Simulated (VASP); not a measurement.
A run of VASP 6.6.1 is set up as follows.

INCAR

```
ALGO     = Normal         # electronic algorithm
EDIFF    = 1E-8           # SCF threshold, eV
ENCUT    = 520            # plane-wave cutoff, eV
GGA      = PE             # functional
ISIF     = 2              # what is computed and relaxed
ISMEAR   = -1             # smearing method
LASPH    = T              # aspherical terms in the spheres
LCHARG   = F              # write CHGCAR
LEFG     = T            
LREAL    = F              # projectors in reciprocal space
LWAVE    = F              # write WAVECAR
NBANDS   = 19             # bands
NELM     = 100            # most SCF steps
PREC     = Accurate       # precision mode
SIGMA    = 0.05           # smearing width, eV
```

File KPOINTS:

```
k-points
0
Gamma
  11 11 11
```

The input POSCAR:

```
PtBr2
1.0
    0.0000000000      3.3102888590      3.3102888590
    3.3102888590      0.0000000000      3.3102888590
    3.3102888590      3.3102888590      0.0000000000
Pt Br
1 2
Direct
    0.0000000000      0.0000000000      0.0000000000
    0.2500000000      0.2500000000      0.2500000000
    0.7500000000      0.7500000000      0.7500000000
```

Potentials or basis: VASP PAW PBE potentials, release 64 (Pt, Br).

The run is started by

```bash
$ cat potpaw_PBE.64/Pt/POTCAR potpaw_PBE.64/Br/POTCAR > POTCAR
$ mpirun -np 1 vasp_std > vasp.out
```

Question: Estimate the band gap on the k mesh.

Answer: Zero (band 12 reaches 4.27 eV, above the bottom of band 13 at 4.00 eV).

Question: What does it give for the pressure?

Answer: 0.0 GPa.

Caveat: without QUAD_EFG the Cq values of the log hold for a quadrupole moment of 1 mb, not for the nuclei; spin-orbit coupling is left out, which moves the levels of the heavy elements.
